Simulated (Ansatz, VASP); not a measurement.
**GdO in VASP and in Ansatz**

Contents of INCAR:

```
SYSTEM = GdO
PREC = Accurate ; ENCUT = 520
EDIFF = 1E-6 ; ISMEAR = 0
SIGMA = 0.05 ; LREAL = .False.
LASPH = .True. ; NELM = 150
ALGO = Normal ; ISIF = 2
LWAVE = .False. ; LCHARG = .False.
ISPIN = 2 ; MAGMOM = 7.7 0.02
LORBIT = 11 ; LMAXMIX = 6
LDAU = .True. ; LDAUTYPE = 2
LDAUL = 3 -1 ; LDAUU = 6 0
LDAUJ = 0 0 ; LDAUPRINT = 1
GGA = PE ; IVDW = 12
NBANDS = 23
```

KPOINTS

```
regular mesh
0
Gamma
  8 8 8
  0 0 0
```

Contents of POSCAR:

```
GdO
1.0
    0.0000000000      2.6598378112      2.6598378112
    2.6598378112      0.0000000000      2.6598378112
    2.6598378112      2.6598378112      0.0000000000
Gd O
1 1
Direct
    0.0000000000      0.0000000000      0.0000000000
    0.2500000000      0.2500000000      0.2500000000
```

Input for Ansatz:

```yaml
crystal:
  lattice:
    - [0.0, 2.6598378112, 2.6598378112]
    - [2.6598378112, 0.0, 2.6598378112]
    - [2.6598378112, 2.6598378112, 0.0]
  atoms:
    - { symbol: Gd, position: [0.0, 0.0, 0.0], spin: 7.71 }
    - { symbol: O, position: [0.25, 0.25, 0.25] }
basis:
  ecutwfc: 420
  ecutrho_ratio: 4
kpoints:
  mp_grid: { grid: [8, 8, 8] }
hamiltonian:
  xc: pbe
  dispersion: d3bj
  hubbard:
    sites:
      - { species: Gd, l: f, u_eff: 6.0, starting_ns: start.occupation_matrices }
    ns_hold: { iters: 6 }
scf:
  occupations: { method: gaussian, width: 0.05 }
  lower_state_search: "off"
output:
  forces: true
  stress: true
  eigenvalues: true
  populations: true
  hubbard: { sites: [{ species: Gd, l: f }] }
magnetization:
  spin_polarized: true
```

Alike in both runs: task single point; functional PBE; dispersion D3(BJ); k mesh 8 × 8 × 8; occupations gaussian, width 0.05 eV; collinear spin; Hubbard terms Gd f U = 6.0 eV.

```csv
,VASP,Ansatz
version,VASP 6.6.1,Ansatz 0.2.0
potentials or method,"VASP PAW PBE potentials, release 64 (Gd, O), cutoff 520 eV","scalar-relativistic, plane waves, PAW"
valence electrons in the cell,24,24
```

VASP gave:

```
gap on the k mesh at the Fermi level (eV)                     : none
pressure (GPa)                                                : 2.3
net moment per atom (μB)                                      : 3.97
size of the moment on the site where the two differ most (μB) : 7.08
```

Question: What did Ansatz give for the same quantities?

Answer: gap on the k mesh at the Fermi level (eV): none; pressure (GPa): 2.2; net moment per atom (μB): 3.97; size of the moment on the site where the two differ most (μB): 7.00.

Site moments also hang on the region over which each program counts them. The programs project onto different local orbitals, so the same U acts differently, and such runs can settle in different states. A gap of «none» marks a metal or a gap that the smearing closes. Ansatz's warnings: filled band counts differ across k points.

Neither program's run includes spin-orbit coupling.
